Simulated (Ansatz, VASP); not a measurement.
**One calculation of AlB2P3, two programs**

Contents of POSCAR:

```
AlB2P3
1.0
    3.4083298663      0.0000000000      0.0000000000
   -1.7041649331      2.9517002487      0.0000000000
    0.0000000000      0.0000000000      8.6151137251
B Al P
2 1 3
Direct
    0.0000000000      0.0000000000     -0.0142002433
    0.6666666667      0.3333333333      0.6857069917
    0.3333333333      0.6666666667      0.3370278487
    0.6666666667      0.3333333333      0.9139262967
    0.3333333333      0.6666666667      0.6126679886
    0.0000000000      0.0000000000      0.2148711175
```

INCAR.step1

```
ALGO = Normal
EDIFF = 1E-5
ENCUT = 520
GGA = PE
ISIF = 2
ISMEAR = 0
LASPH = True
LCHARG = False
LREAL = False
LWAVE = True
NBANDS = 21
NELM = 60
PREC = Accurate
SIGMA = 0.01
```

Contents of INCAR.step2:

```
ALGO = Normal
EDIFF = 1E-6
ENCUT = 520
GGA = PE
HFSCREEN = 0.2079
ISIF = 2
ISMEAR = 0
ISTART = 1
LASPH = True
LCHARG = False
LHFCALC = True
LREAL = False
LWAVE = False
NBANDS = 21
NELM = 60
PREC = Accurate
PRECFOCK = Fast
SIGMA = 0.01
```

The input KPOINTS:

```
k-points
0
Gamma
  6 6 2
```

Input for Ansatz:

```yaml
crystal:
  lattice:
    - [3.4083298663, 0.0, 0.0]
    - [-1.7041649331, 2.9517002487, 0.0]
    - [0.0, 0.0, 8.6151137251]
  atoms:
    - { symbol: B, position: [0.0, 0.0, -0.0142002433] }
    - { symbol: B, position: [0.6666666667, 0.3333333333, 0.6857069917] }
    - { symbol: Al, position: [0.3333333333, 0.6666666667, 0.3370278487] }
    - { symbol: P, position: [0.6666666667, 0.3333333333, 0.9139262967] }
    - { symbol: P, position: [0.3333333333, 0.6666666667, 0.6126679886] }
    - { symbol: P, position: [0.0, 0.0, 0.2148711175] }
kpoints:
  mp_grid: { grid: [6, 6, 2] }
  band_path:
    path:
      - [0.0, 0.0, 0.0]
      - [0.5, 0.0, 0.0]
      - [0.3333333333, 0.3333333333, 0.0]
      - [0.0, 0.0, 0.5]
      - [0.5, 0.0, 0.5]
      - [0.3333333333, 0.3333333333, 0.5]
      - [0.0, 0.476562, 0.049479]
      - [0.0, 0.25, -0.5]
    npoints: 1
hamiltonian:
  xc: hse06
scf:
  occupations: { method: fixed }
  n_extra_bands: 5
output:
  forces: true
  stress: true
  eigenvalues: true
```

Alike in both runs: task single point; functional HSE06; k mesh 6 × 6 × 2; no spin polarisation.

```csv
,VASP,Ansatz
version,VASP 6.6.1,Ansatz 0.2.0
potentials or method,"VASP PAW PBE potentials, release 64 (B, Al, P)","plane waves, PAW"
plane-wave cutoff (eV),520,420
occupations,"gaussian, width 0.01 eV",fixed
valence electrons in the cell,24,24
```

|  | VASP | Ansatz | Ansatz less VASP |
| --- | --- | --- | --- |
| gap on the k mesh at the Fermi level (eV) | 0.90 | 0.91 | +0.005 |
| pressure (GPa) | -1.3 | -0.9 | +0.38 |
| traceless stress, the component that is largest in VASP (GPa) | -0.18 | -0.07 | +0.105 |
| rms of the force components (eV/Å) | 0.029 | 0.033 | +0.0039 |

Atom by atom the forces differ by 0.009 eV/Å (rms over components). Ansatz's warnings: stress exchange threshold loose, stress scf threshold loose.
